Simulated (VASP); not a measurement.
Write the native input for VASP 6.6.1 that does the following.

| Property | Result |
| --- | --- |
| Task | single point |
| Functional | r2SCAN |
| Potentials or basis | VASP PAW PBE potentials, release 64 (Ta_sv_GW, N) |
| Cutoff | 770 eV |
| k mesh | 6 × 6 × 4 |
| Occupations | gaussian, width 0.1 eV |
| Spin | collinear spin |
| Starting moments | [1.0, 1.0, 1.0, 0.0, 0.0] μB |
| Dipole correction | no |
| Further INCAR settings | ALGO = Normal; EDIFF = 1e-06; NBANDS = 36 |

Crystal: Ta3N2.

```xyz
5
Lattice="3.5971 0.0000 0.0000 -1.7986 3.1152 0.0000 0.0000 0.0000 5.5965" Properties=species:S:1:pos:R:3 pbc="T T T"
Ta    0.0000    0.0000    0.0000
Ta    0.0000    2.0768    3.6098
Ta    1.7986    1.0384    1.9868
N     0.0000    2.0768    1.3712
N     1.7986    1.0384    4.2254
```

These files were run (other wordings do the same):

POSCAR

```
Ta3N2
1.0
    3.5971261021      0.0000000000      0.0000000000
   -1.7985630511      3.1152025850      0.0000000000
    0.0000000000      0.0000000000      5.5965439101
Ta N
3 2
Direct
    0.0000000000      0.0000000000      0.0000000000
    0.3333333333      0.6666666667      0.6450000000
    0.6666666667      0.3333333333      0.3550000000
    0.3333333333      0.6666666667      0.2450000000
    0.6666666667      0.3333333333      0.7550000000
```

INCAR.step1

```
PREC     = Accurate       # precision mode
ENCUT    = 770            # plane-wave cutoff, eV
ISMEAR   = 0              # smearing method
SIGMA    = 0.1            # smearing width, eV
LREAL    = False          # projectors in reciprocal space
LASPH    = True           # aspherical terms in the spheres
NELM     = 200            # most SCF steps
ISPIN    = 2              # spin polarisation
MAGMOM   = 1 1 1 0 0      # initial moments
LMAXMIX  = 4              # l up to which the mixer works
NBANDS   = 36             # bands
GGA      = PE             # functional
ALGO     = Normal         # electronic algorithm
EDIFF    = 1E-5           # SCF threshold, eV
LWAVE    = True           # write WAVECAR
LCHARG   = False          # write CHGCAR
GGA_COMPAT= False
```

INCAR.step2

```
PREC     = Accurate       # precision mode
ENCUT    = 770            # plane-wave cutoff, eV
EDIFF    = 1E-6           # SCF threshold, eV
ISMEAR   = 0              # smearing method
SIGMA    = 0.1            # smearing width, eV
LREAL    = False          # projectors in reciprocal space
LASPH    = True           # aspherical terms in the spheres
NELM     = 200            # most SCF steps
ALGO     = Normal         # electronic algorithm
ISIF     = 2              # what is computed and relaxed
LWAVE    = False          # write WAVECAR
LCHARG   = False          # write CHGCAR
ISPIN    = 2              # spin polarisation
MAGMOM   = 1 1 1 0 0      # initial moments
LORBIT   = 11             # projections on sites
LMAXMIX  = 4              # l up to which the mixer works
METAGGA  = R2SCAN         # meta-GGA
LMIXTAU  = True         
NBANDS   = 36             # bands
ISTART   = 1            
GGA_COMPAT= False
```

KPOINTS

```
Automatic mesh
0
Gamma
  6 6 4
```

Potentials or basis: VASP PAW PBE potentials, release 64 (Ta_sv_GW, N).

Run with:

```bash
$ cat potpaw_PBE.64/Ta_sv_GW/POTCAR potpaw_PBE.64/N/POTCAR > POTCAR
$ cp INCAR.step1 INCAR
$ mpirun -np 1 vasp_std > vasp.out
$ cp INCAR.step2 INCAR
$ mpirun -np 1 vasp_std > vasp.out
```

Results of the run:

| Quantity | Value |
| --- | --- |
| Pressure | 3.2 GPa |
| Largest force | 3.063 eV/Å |
| Net moment | 0.00 μB per cell |
| Valence electrons inside the program's atomic spheres | Ta 11.08, 11.49 (each value once); N 3.69 |

Caveat: the stress differs along the axes, from -4 to 17 GPa; the PAW data sets were made with another functional, which shifts forces and pressure a little.

Run time: 8.1 min on 1 thread of AMD EPYC 9R45 96-Core Processor (Zen 5), with other jobs on the host, peak memory 0.4 GiB.
